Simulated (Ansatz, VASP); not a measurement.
# LiH: VASP beside Ansatz

```
CELL_PARAMETERS angstrom
0.00000 2.14512 2.14512
2.14512 0.00000 2.14512
2.14512 2.14512 0.00000
ATOMIC_POSITIONS crystal
Li 0.00000 0.00000 0.00000
H 0.25000 0.25000 0.25000
```

Alike in both runs: task single point; functional PBE-based screened hybrid; k mesh 4 × 4 × 4; no spin polarisation.

```csv
,VASP,Ansatz
version,VASP 6.6.1,Ansatz 0.2.0
potentials or method,"VASP PAW PBE potentials, release 64 (Li_sv, H)",plane waves
plane-wave cutoff (eV),520,420
occupations,"gaussian, width 0.01 eV",fixed
valence electrons in the cell,4,4
```

|  | VASP | Ansatz | Ansatz less VASP |
| --- | --- | --- | --- |
| gap on the k mesh at the Fermi level (eV) | 4.86 | 4.86 | -0.002 |

VASP's potentials were made for PBE, not for PBE-based screened hybrid. Ansatz's warnings: stress exchange threshold loose, stress scf threshold loose.

The k mesh is coarse, so the values compare programs but aren't converged. Noted on VASP's run: the cutoff is short for stress, so the pressure is rough.
